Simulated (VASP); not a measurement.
Runs of VASP 6.6.1 on Cs4I. The structure is that of space group Pm-3m (No. 221), or close to it. The cells are those of the table. The cell was generated, and may not be a known phase.

```tsv
task	cell	k mesh	cutoff (eV)	gap on the mesh (eV)	pressure (GPa)
relaxation of cell and atoms	relaxed from a = 6.630 Å, 5 atoms	4 × 4 × 4	600	none	0.0
single point	a = 7.912 Å, 5 atoms	6 × 6 × 6	520	none	-0.1
single point	a = 8.087 Å, 5 atoms	6 × 6 × 6	520	none	-0.3
single point	a = 7.988 Å, 5 atoms	6 × 6 × 6	520	none	(a)
```

Alike in all rows: level PBE; potentials or basis VASP PAW PBE potentials, release 64 (Cs_sv, I); no spin polarisation; smearing gaussian 0.1 eV.

**Question.** Estimate the missing entries.

**Answer.** (a) -0.2.

Caveats: spin-orbit coupling is left out, which moves the levels of the heavy elements; an odd number of electrons without spin polarisation forces a metal; a magnetic or distorted state may lie lower.

A k mesh can miss the band edges, and the runs leave out spin-orbit coupling on Cs, I.

A gap of «none» marks levels without a gap at the run's occupations.
